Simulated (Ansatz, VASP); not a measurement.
# Fe in VASP and in Ansatz

```xyz
1
Lattice="0.0000 1.9417 1.9651 1.4984 0.0000 1.9651 1.4984 1.9417 0.0000" Properties=species:S:1:pos:R:3 pbc="T T T"
Fe    0.0000    0.0000    0.0000
```

Alike in both runs: task single point; functional PBE; k mesh 24 × 24 × 24; occupations gaussian, width 0.05 eV; collinear spin.

|  | VASP | Ansatz |
| --- | --- | --- |
| version | VASP 6.6.1 | Ansatz 0.2.0 |
| potentials or method | VASP PAW PBE potentials, release 64 (Fe), cutoff 600 eV | scalar-relativistic, plane waves, PAW |
| valence electrons in the cell | 8 | 16 |

```tsv
	VASP	Ansatz	Ansatz less VASP
net moment per atom (μB)	2.22	2.20	-0.018
size of the moment on the site where the two differ most (μB)	2.22	2.25	+0.029
```

Site moments also hang on the region over which each program counts them. With one functional, cell and mesh, what is left measures potentials, basis and numerics. VASP's potentials hold 8 valence electrons a cell and Ansatz's 16, so a difference there can come from the potentials and not from the codes.
